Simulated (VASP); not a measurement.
A run of VASP 6.6.1 is set up as follows.

Contents of INCAR:

```
ALGO = Normal
EDIFF = 1E-6
ENCUT = 520
GGA = PE
ISIF = 2
ISMEAR = 0
LASPH = T
LCHARG = F
LREAL = F
LWAVE = F
NBANDS = 26
NELM = 100
PREC = Accurate
SIGMA = 0.05
```

The input KPOINTS:

```
k-points
0
Gamma
  6 6 10
```

File POSCAR:

```
BN
1.0
    4.5222000000      0.0000000000      0.0000000000
    0.0000000000      4.5222000000      0.0000000000
    0.0000000000      0.0000000000      2.3198000000
B N
4 4
Direct
    0.1742811368      0.8257188632      0.5000000000
    0.3257188632      0.3257188632      0.0000000000
    0.6742811368      0.6742811368      0.0000000000
    0.8257188632      0.1742811368      0.5000000000
    0.8126115048      0.8126115048      0.5000000000
    0.3126115048      0.6873884952      0.0000000000
    0.6873884952      0.3126115048      0.0000000000
    0.1873884952      0.1873884952      0.5000000000
```

Potentials or basis: VASP PAW PBE potentials, release 64 (B, N).

Launch:

```sh
$ cat potpaw_PBE.64/B/POTCAR potpaw_PBE.64/N/POTCAR > POTCAR
$ mpirun -np 1 vasp_std > vasp.out
```

Question: Predict the band gap on the k mesh.

Answer: 4.32 eV (least direct gap 5.78 eV).

Question: What does it give for the pressure?

Answer: 28.9 GPa.

Question: What does it give for the largest force?

Answer: 1.124 eV/Å.

Forces on the atoms (eV/Å):
```
B   -0.398  0.398  0.000
B    0.398  0.398  0.000
B   -0.398 -0.398  0.000
B    0.398 -0.398  0.000
N    0.795  0.795  0.000
N    0.795 -0.795  0.000
N   -0.795  0.795  0.000
N   -0.795 -0.795  0.000
```

Caveat: the cell stands under pressure; forces of over 1 eV/Å act on the atoms, so gaps and moduli don't describe the material at rest. A k mesh can miss the band edges.
